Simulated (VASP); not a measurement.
A run of VASP 6.6.1 is set up as follows.

INCAR

```
SYSTEM = CaO
ALGO     = Normal         ! electronic algorithm
EDIFF    = 1E-6           ! SCF threshold, eV
ENCUT    = 520            ! plane-wave cutoff, eV
GGA      = PE             ! functional
ISIF     = 2              ! what is computed and relaxed
ISMEAR   = -1             ! smearing method
LASPH    = .True.         ! aspherical terms in the spheres
LCHARG   = .False.        ! write CHGCAR
LREAL    = Auto         
LWAVE    = .False.        ! write WAVECAR
NBANDS   = 78             ! bands
NELM     = 80             ! most SCF steps
PREC     = Accurate       ! precision mode
SIGMA    = 0.05           ! smearing width, eV
```

The input KPOINTS:

```
k-points
0
Gamma
  2 2 1
  0 0 0
```

POSCAR

```
CaO
1.0
    6.9395460000      0.0000000000      0.0000000000
    3.4697730000      6.0098230000      0.0000000000
    0.0000000000      0.0000000000     17.2495870000
Ca O
8 8
Direct
    0.0000000000      0.0000000000      0.0579724025
    0.0000029021      0.4999980865      0.0579724025
    0.5000038907      0.0000000000      0.0579724025
    0.5000067929      0.4999980865      0.0579724025
    0.6980197025      0.6391369596      0.2330548552
    0.6883782038      0.1327659733      0.2798385840
    0.2072693040      0.6302847854      0.2674846650
    0.1646954771      0.1481907204      0.2048686731
    0.3238607525      0.8372459555      0.0858803170
    0.3523719194      0.3291278296      0.0739843800
    0.8486194711      0.8392094077      0.0228817073
    0.8359821300      0.3333542435      0.0980719133
    1.0526422892      0.5041080245      0.2124862468
    1.0261496385     -0.0348762351      0.2437159800
    0.5615417400      0.4784333915      0.3061290685
    0.5094003321      1.0069514526      0.2220806794
```

Potentials or basis: VASP PAW PBE potentials, release 64 (Ca_sv, O).

Command:

```sh
$ cat potpaw_PBE.64/Ca_sv/POTCAR potpaw_PBE.64/O/POTCAR > POTCAR
$ mpirun -np 1 vasp_std > vasp.out
```

Question: Predict the largest force.

Answer: 3.026 eV/Å.

Question: Estimate the band gap on the k mesh.

Answer: 1.18 eV.

Forces in eV/Å, atoms in the order of the input:
```
Ca  -0.475  0.982  0.585
Ca   0.978  0.647  0.925
Ca   1.409 -1.273  0.543
Ca   1.629  0.546 -0.637
Ca  -0.459  0.090 -0.096
Ca   0.501  0.385  0.403
Ca   2.376  0.325  1.580
Ca   0.542  0.526 -0.526
O    0.979 -0.428  0.422
O   -2.090  0.047 -0.506
O   -2.011 -0.964 -1.230
O   -0.161  0.421  0.237
O   -2.665 -0.697 -1.251
O   -0.826  0.368  0.390
O    0.036  0.128 -0.496
O    0.238 -1.102 -0.343
```

Caveat: the k points lie up to 0.52 Å⁻¹ apart; there is no dipole correction, which matters where the two faces differ.
